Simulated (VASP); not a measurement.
# TiC (Pm-3m) in VASP: further runs, part 2 of 2

VASP 6.6.1.

## 4. Single point, PBE

This run uses another cell than the first one, of 9.91 Å³/atom, 1.031 times its volume.

The input, INCAR:

```
PREC = Accurate
ENCUT = 600
EDIFF = 1E-6
ISMEAR = 0
SIGMA = 0.05
LREAL = False
LASPH = True
NELM = 120
ALGO = Normal
ISIF = 2
LWAVE = False
LCHARG = False
GGA = PE
NBANDS = 15
GGA_COMPAT = False
```

The input, KPOINTS:

```
regular mesh
0
Gamma
  6 6 6
```

The input, POSCAR:

```
TiC
1.0
    2.7065449126      0.0000000000      0.0000000000
    0.0000000000      2.7065449126      0.0000000000
    0.0000000000      0.0000000000      2.7065449126
Ti C
1 1
Direct
    0.0000000000      0.0000000000      0.0000000000
    0.5000000000      0.5000000000      0.5000000000
```

Potentials or basis: VASP PAW PBE potentials, release 64 (Ti_sv, C).

On the command line:

```sh
> cat potpaw_PBE.64/Ti_sv/POTCAR potpaw_PBE.64/C/POTCAR > POTCAR
> mpirun -np 1 vasp_std > vasp.out
```

OUTCAR:

```text
PREC = Accurate
   ENCUT = 600
   EDIFF = 1E-6
   ISMEAR = 0
   LREAL = False
   LASPH = True
   NELM = 120
   ISIF = 2
   GGA = PE

 ion  position               nearest neighbor table
   1  0.000  0.000  0.000-   2 2.34   2 2.34   2 2.34   2 2.34   2 2.34   2 2.34   2 2.34   2 2.34

   2  0.500  0.500  0.500-   1 2.34   1 2.34   1 2.34   1 2.34   1 2.34   1 2.34   1 2.34   1 2.34

  LATTYP: Found a simple cubic cell.
 ALAT       =     2.7065449126

  Lattice vectors:

 A1 = (   2.7065449126,   0.0000000000,   0.0000000000)
 A2 = (   0.0000000000,   2.7065449126,   0.0000000000)
 A3 = (   0.0000000000,   0.0000000000,   2.7065449126)

Analysis of symmetry for initial positions (statically):
=====================================================================
 Subroutine PRICEL returns:
 Original cell was already a primitive cell.

 Routine SETGRP: Setting up the symmetry group for a
 simple cubic supercell.

 Subroutine GETGRP returns: Found 48 space group operations
 (whereof 48 operations were pure point group operations)
 out of a pool of 48 trial point group operations.

The static configuration has the point symmetry O_h .

Analysis of symmetry for dynamics (positions and initial velocities):
=====================================================================
 Subroutine PRICEL returns:
 Original cell was already a primitive cell.

 Routine SETGRP: Setting up the symmetry group for a
 simple cubic supercell.

 Subroutine GETGRP returns: Found 48 space group operations
 (whereof 48 operations were pure point group operations)
 out of a pool of 48 trial point group operations.

The dynamic configuration has the point symmetry O_h .

 Subroutine INISYM returns: Found 48 space group operations
 (whereof 48 operations are pure point group operations),
 and found     1 'primitive' translations

----------------------------------------------------------------------------------------

                                     Primitive cell

  volume of cell :      19.8265

  direct lattice vectors                    reciprocal lattice vectors
     2.706544913  0.000000000  0.000000000     0.369474748  0.000000000  0.000000000
     0.000000000  2.706544913  0.000000000     0.000000000  0.369474748  0.000000000
     0.000000000  0.000000000  2.706544913     0.000000000  0.000000000  0.369474748

  length of vectors
     2.706544913  2.706544913  2.706544913     0.369474748  0.369474748  0.369474748

  position of ions in fractional coordinates (direct lattice)
     0.000000000  0.000000000  0.000000000
     0.500000000  0.500000000  0.500000000

  ion indices of the primitive-cell ions
   primitive index   ion index
                 1           1
                 2           2

----------------------------------------------------------------------------------------

 KPOINTS: regular mesh

Automatic generation of k-mesh.
 Grid dimensions read from file:
 generate k-points for:    6    6    6

 Generating k-lattice:

  Cartesian coordinates                     Fractional coordinates (reciprocal lattice)
     0.061579125  0.000000000  0.000000000     0.166666667  0.000000000  0.000000000
     0.000000000  0.061579125  0.000000000     0.000000000  0.166666667  0.000000000
     0.000000000  0.000000000  0.061579125     0.000000000  0.000000000  0.166666667

  Length of vectors
[... 34 lines left out ...]
   total plane-waves  NPLWV =  13824
   dimension x,y,z NGX =    24 NGY =   24 NGZ =   24
   dimension x,y,z NGXF=    48 NGYF=   48 NGZF=   48
   ions per type =               1   1
   NGX,Y,Z   is equivalent  to a cutoff of  14.74, 14.74, 14.74 a.u.
   NGXF,Y,Z  is equivalent  to a cutoff of  29.48, 29.48, 29.48 a.u.
 SYSTEM =  unknown system
   PREC   = accura    normal or accurate (medium, high low for compatibility)
   ISTART =      0    job   : 0-new  1-cont  2-samecut
   ICHARG =      2    charge: 1-file 2-atom 10-const
   ISPIN  =      1    spin polarized calculation?
   LNONCOLLINEAR =      F non collinear calculations
   LSORBIT =      F    spin-orbit coupling
   LASPH  =      T    aspherical Exc in radial PAW
   ENCUT  =  600.0 eV  44.10 Ry    6.64 a.u.   5.41  5.41  5.41*2*pi/ulx,y,z
   NELM   =    120;   NELMIN=  2; NELMDL= -5     # of ELM steps
   EDIFF  = 0.1E-05   stopping-criterion for ELM
   LREAL  =      F    real-space projection
   EDIFFG = 0.1E-04   stopping-criterion for IOM
   NSW    =      0    number of steps for IOM
   IBRION =     -1    ionic relax: 0-MD 1-quasi-New 2-CG
   NFREE  =      0    steps in history (QN), initial steepest desc. (CG)
   ISIF   =      2    stress and relaxation
   ISYM   =      2    0-nonsym 1-usesym 2-fastsym
   POTIM  = 0.5000    time-step for ionic-motion
   TEBEG  =    0.0;   TEEND  =   0.0 temperature during run
   PSTRESS=    0.0 pullay stress
   NELECT =      16.0000    total number of electrons
   NUPDOWN=      -1.0000    fix difference up-down
   EMIN   =  10.00;   EMAX   =-10.00  energy-range for DOS
   EFERMI =   0.00;   METHOD = LEGACY
   ISMEAR =     0;   SIGMA  =   0.05  broadening in eV -4-tet -1-fermi 0-gaus
   EFERMI_NEDOS =   21; number of points for ismear=-14 and -15
   IALGO  =     38    algorithm
   IMIX   =      4    mixing-type and parameters
     AMIX     =   0.40;   BMIX     =  1.00
     AMIX_MAG =   1.60;   BMIX_MAG =  1.00
  volume/ion in A,a.u.               =       9.91        66.90
  Fermi-wavevector in a.u.,A,eV,Ry     =   1.524168  2.880260 31.607544  2.323089
  Thomas-Fermi vector in A             =   2.632512
   LORBIT       =      0    0 simple, 1 ext, 2 COOP (PROOUT), +10 PAW based schemes
   GGA     = PE    functional components
   LHFCALC =     F    Hartree Fock is set to
   AEXX    =    0.0000 exact exchange contribution
   IVDW    =     0    specifies the selected vdW correction
   LEPSILON=     F    determine dielectric tensor
   LRPA    =     F    only Hartree local field effects (RPA)
 non-spin polarized calculation
 Gauss-broadening in eV      SIGMA  =   0.05
  energy-cutoff  :      600.00
  volume of cell :       19.83
 maximum number of plane-waves:       691
 NGX is ok and might be reduce to    24
   NGX = 11   NGY = 11   NGZ = 11

 number of electron      16.0000003 magnetization

 Free energy of the ion-electron system (eV)
  ---------------------------------------------------
  ext. energy  EPLUGINS =         0.00000000
  ---------------------------------------------------
  free energy    TOTEN  =       -16.37568959 eV

  energy without entropy =      -16.37401992  energy(sigma->0) =      -16.37485476

 E-fermi :  10.2251     XC(G=0): -12.9126

 val. band max:       10.1126678768   @ k =   0.1667   0.1667   0.0000
 cond. band min:      10.2300075641   @ k =   0.5000   0.5000   0.1667
 fundamental gap:      0.1173396874
 Fermi energy:        10.2250897145

 k-point     1 :       0.0000    0.0000    0.0000
  band No.  band energies     occupation
      1     -46.5737      2.00000
      2     -22.4667      2.00000
      3     -22.4667      2.00000
      4     -22.4667      2.00000
      5      -2.9550      2.00000
      6       8.5550      2.00000
      7       8.5550      2.00000
      8      11.5658      0.00000
      9      11.5658      0.00000
     10      11.5658      0.00000
     11      13.4509      0.00000
     12      13.4509      0.00000
     13      13.4509      0.00000
     14      20.4326      0.00000
[... 329 lines left out ...]
      2     -22.9684      2.00000
      3     -22.9684      2.00000
      4     -22.9684      2.00000
      5       3.4692      2.00000
      6       4.7259      2.00000
      7       4.7259      2.00000
      8       4.7259      2.00000
      9      14.7835      0.00000
     10      14.7835      0.00000
     11      16.9907      0.00000
     12      16.9907      0.00000
     13      16.9907      0.00000
     14      18.8281      0.00000
     15      18.8281      0.00000

------------------------ aborting loop because EDIFF is reached ----------------------------------------

  FORCE on cell =-STRESS in cart. coord.  units (eV):
  Direction    XX          YY          ZZ          XY          YZ          ZX
  --------------------------------------------------------------------------------------
  -------------------------------------------------------------------------------------
  Total        0.0054169      0.0054169      0.0054169     -0.0000000     -0.0000000      0.0000000
  in kB        0.4377390      0.4377390      0.4377390     -0.0000000     -0.0000000      0.0000000
  external PRESSURE =       0.4377390 kB  Pullay stress =       0.0000000 kB

 VOLUME and BASIS-vectors are now :
 -----------------------------------------------------------------------------
  energy-cutoff  :      600.00
  volume of cell :       19.83
      direct lattice vectors                 reciprocal lattice vectors
     2.706544913  0.000000000  0.000000000     0.369474748  0.000000000  0.000000000
     0.000000000  2.706544913  0.000000000     0.000000000  0.369474748  0.000000000
     0.000000000  0.000000000  2.706544913     0.000000000  0.000000000  0.369474748

 POSITION                                       TOTAL-FORCE (eV/Angst)
 -----------------------------------------------------------------------------------
      0.00000      0.00000      0.00000         0.000000      0.000000      0.000000
      1.35327      1.35327      1.35327         0.000000      0.000000      0.000000
 -----------------------------------------------------------------------------------
    total drift:                                0.000000      0.000000      0.000000

  FREE ENERGIE OF THE ION-ELECTRON SYSTEM (eV)
  ---------------------------------------------------
  free  energy   TOTEN  =       -16.3756895881 eV

  energy  without entropy=      -16.3740199243  energy(sigma->0) =      -16.37485476
```

stdout:

```text
POSCAR found type information on POSCAR TiC
 POSCAR found :  2 types and       2 ions
 scaLAPACK will be used
 LDA part: xc-table for (Slater+PW92), standard interpolation
 POSCAR, INCAR and KPOINTS ok, starting setup
 FFT: planning ... GRIDC
 FFT: planning ... GRID_SOFT
 FFT: planning ... GRID
 WAVECAR not read
 entering main loop
```

Run time: 12 s. Hardware: 1 thread of AMD EPYC 7R13 (Zen 3), shared host; peak memory 0.11 GiB.

Results:

* Free energy: -16.3757 eV
* Pressure: 0.0 GPa
* Band gap on the k mesh: zero (band 8 reaches 11.57 eV, above the bottom of band 9 at 9.46 eV)

Caveat: the k points lie up to 0.39 Å⁻¹ apart.

## 5. The runs side by side

```csv
cell,gap on the mesh (eV),pressure (GPa)
"a = 2.679 Å, 2 atoms",none,7.1
"a = 2.731 Å, 2 atoms",none,-5.6
"a = 2.707 Å, 2 atoms",none,0.0
```

Alike in all rows: task single point; level PBE; potentials or basis VASP PAW PBE potentials, release 64 (Ti_sv, C); no spin polarisation; k mesh 6 × 6 × 6; cutoff (eV) 600; smearing gaussian 0.05 eV.

Caveats: all runs use coarse meshes.

Absolute energies hang on the potentials; compare differences alone.
